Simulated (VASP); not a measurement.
Runs of VASP 6.6.1 on Be. The structure is that of space group P6/mmm (No. 191), or close to it. The cells are those of the table. This isn't the form of Be at room conditions, which is hcp.

```tsv
task	cell	cutoff (eV)	gap on the mesh (eV)	pressure (GPa)
single point	a = 1.813, b = 1.813, c = 1.789 Å, angles 90.0, 90.0, 120.0°, 1 atom	520	none	141.8
relaxation of cell and atoms	relaxed to 140 GPa from a = 1.814, b = 1.814, c = 1.790 Å, angles 90.0, 90.0, 120.0°, 1 atom	600	none	140.0
relaxation of cell and atoms	relaxed to 140 GPa from a = 1.805, b = 1.805, c = 1.697 Å, angles 90.0, 90.0, 120.0°, 1 atom	600	none	140.0
single point	a = 1.814, b = 1.814, c = 1.790 Å, angles 90.0, 90.0, 120.0°, 1 atom	520	none	(a)
```

Alike in all rows: level PBEsol; potentials or basis VASP PAW PBE potentials, release 64 (Be); no spin polarisation; k mesh 24 × 24 × 22; smearing fermi-dirac 0.05 eV.

**Question.** Fill in the values left out.

**Answer.** (a) 141.2.

Caveats: the PAW data sets were made with another functional, which shifts forces and pressure a little; the cell stands under pressure (at least some runs); the cell is relaxed towards a set pressure, so the run minimises the enthalpy, not the energy (at least some runs).

A gap of «none» marks levels without a gap at the run's occupations.
